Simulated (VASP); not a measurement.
Here is a VASP 6.6.1 calculation.

The input INCAR:

```
PREC     = Accurate       # precision mode
ENCUT    = 520            # plane-wave cutoff, eV
EDIFF    = 1E-7           # SCF threshold, eV
ISMEAR   = 0              # smearing method
SIGMA    = 0.1            # smearing width, eV
LREAL    = F              # projectors in reciprocal space
LASPH    = T              # aspherical terms in the spheres
NELM     = 80             # most SCF steps
ALGO     = Fast           # electronic algorithm
ISIF     = 2              # what is computed and relaxed
LWAVE    = F              # write WAVECAR
LCHARG   = F              # write CHGCAR
GGA      = PE             # functional
NBANDS   = 29             # bands
```

KPOINTS

```
regular mesh
0
Gamma
  4 4 4
```

File POSCAR:

```
YHf
1.0
    0.0000000000      3.7447828321      3.7447828321
    3.7447828321      0.0000000000      3.7447828321
    3.7447828321      3.7447828321      0.0000000000
Y Hf
2 2
Direct
    0.0000000000      0.0000000000      0.0000000000
    0.2500000000      0.2500000000      0.2500000000
    0.5000000000      0.5000000000      0.5000000000
    0.7500000000      0.7500000000      0.7500000000
```

Potentials or basis: VASP PAW PBE potentials, release 64 (Y_sv, Hf_pv).

Launch:

```bash
$ cat potpaw_PBE.64/Y_sv/POTCAR potpaw_PBE.64/Hf_pv/POTCAR > POTCAR
$ mpirun -np 1 vasp_std > vasp.out
```

(1) Estimate the pressure.

(2) Estimate the band gap on the k mesh.

## Answers

(1) -0.1 GPa.

(2) zero (band 21 reaches 4.11 eV, above the bottom of band 22 at 3.62 eV).

Caveat: the k points lie up to 0.36 Å⁻¹ apart; spin-orbit coupling is left out, which moves the levels of the heavy elements.
